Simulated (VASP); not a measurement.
SiW3:

```
CELL_PARAMETERS angstrom
0.00000 3.14599 3.14599
3.14599 0.00000 3.14599
3.14599 3.14599 0.00000
ATOMIC_POSITIONS crystal
Si 0.00000 0.00000 0.00000
W 0.25000 0.25000 0.25000
W 0.75000 0.75000 0.75000
W 0.50000 0.50000 0.50000
```

```yaml
Program: VASP 6.6.1
Task: relaxation of cell and atoms
Functional: PBE
Potentials_or_basis: VASP PAW PBE potentials, release 64 (Si, W_sv)
Cutoff: 600 eV
k_mesh: 6 × 6 × 6
Occupations: gaussian, width 0.1 eV
Spin: no spin polarisation
```

At the start: pressure -5.2 GPa; volume 15.57 Å³/atom.

Q: How do energy, volume and symmetry change on relaxing?

A: Over 3 steps the energy falls by 5.3 meV/atom and the volume is 15.26 Å³/atom (-2.0 %); space group Fm-3m (No. 225, to 0.05 Å).

Step by step:
```
step  energy change (eV)  largest force (eV/Å)  pressure (GPa)  volume (Å³)
   1              0.0000                0.0000           -5.21        62.27
   2              0.1287                0.0000           15.92        57.82
   3             -0.0213                0.0000           -0.12        61.02
```

Final structure:
```
CELL_PARAMETERS angstrom
0.00000 3.12475 3.12475
3.12475 0.00000 3.12475
3.12475 3.12475 0.00000
ATOMIC_POSITIONS crystal
Si 0.00000 0.00000 0.00000
W 0.25000 0.25000 0.25000
W 0.75000 0.75000 0.75000
W 0.50000 0.50000 0.50000
```
